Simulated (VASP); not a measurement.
Write the native input for VASP 6.6.1 that does the following.

```yaml
Task: relaxation of cell and atoms
Functional: PBE
Potentials_or_basis: VASP PAW PBE potentials, release 64 (Li_sv, B, H)
Cutoff: 600 eV
k_mesh: 4 × 4 × 4
Occupations: gaussian, width 0.1 eV
Spin: no spin polarisation
Dipole_correction: no
Further_INCAR_settings: ALGO = Normal; EDIFF = 1e-06; IBRION = 2; EDIFFG = -0.04; NSW = 90; ISIF = 3
```

The structure of Li3BH6 lies in POSCAR:

```
Li3BH6
1.0
   -2.9154969400      2.9645001200      3.0079412900
    2.9154969400     -2.9645001200      3.0079412900
    2.9154969400      2.9645001200     -3.0079412900
Li B H
3 1 6
Direct
    0.0000000000      0.0000000000      0.0000000000
    0.7168241600      0.5000000000      0.2168241600
    0.2831758400      0.5000000000      0.7831758400
    0.5000000000      0.0000000000      0.5000000000
    0.8695106200      0.2083830300      0.6611275900
    0.4527445600      0.7916169700      0.6611275900
    0.1304893800      0.7916169700      0.3388724100
    0.5472554400      0.2083830300      0.3388724100
    0.5000000000      0.6797061900      0.1797061900
    0.5000000000      0.3202938100      0.8202938100
```

The input as run:

INCAR

```
SYSTEM = Li3BH6
ALGO = Normal
EDIFF = 1E-6
EDIFFG = -0.04
ENCUT = 600
GGA = PE
IBRION = 2
ISIF = 3
ISMEAR = 0
LASPH = .True.
LCHARG = .False.
LREAL = .False.
LWAVE = .False.
NELM = 100
NSW = 90
PREC = Accurate
SIGMA = 0.1
```

KPOINTS

```
k-points
0
Gamma
  4 4 4
  0 0 0
```

Potentials or basis: VASP PAW PBE potentials, release 64 (Li_sv, B, H).

Launch:

```bash
$ cat potpaw_PBE.64/Li_sv/POTCAR potpaw_PBE.64/B/POTCAR potpaw_PBE.64/H/POTCAR > POTCAR
$ mpirun -np 1 vasp_std > vasp.out
```

Results of the run:

| Quantity | Value |
| --- | --- |
| Relaxed volume | 8.19 Å³/atom |
| Relaxed cell | a = 4.741 Å, b = 4.741 Å, c = 4.741 Å, α = 112.20°, β = 108.19°, γ = 108.06° |
| Space group after relaxing (to 0.05 Å) | Immm (No. 71) |
| Energy gained by relaxing | 215.6 meV/atom |
| Ionic steps | 17 |
| Pressure after relaxing | 0.0 GPa |
| Largest force after relaxing | 0.029 eV/Å |
| Band gap on the k mesh | 0.88 eV, indirect (least direct gap 1.17 eV) |

Caveat: the cutoff is under 1.25 times the usual one of these potentials, so pressure, stress and relaxed cells hold a basis-set (Pulay) error; the volume moved by over 15 % at a fixed basis, so the end points are rough.

Wall time 13 min on 1 thread of Intel Xeon 8259CL, with other jobs on the host, peak memory 0.27 GiB.
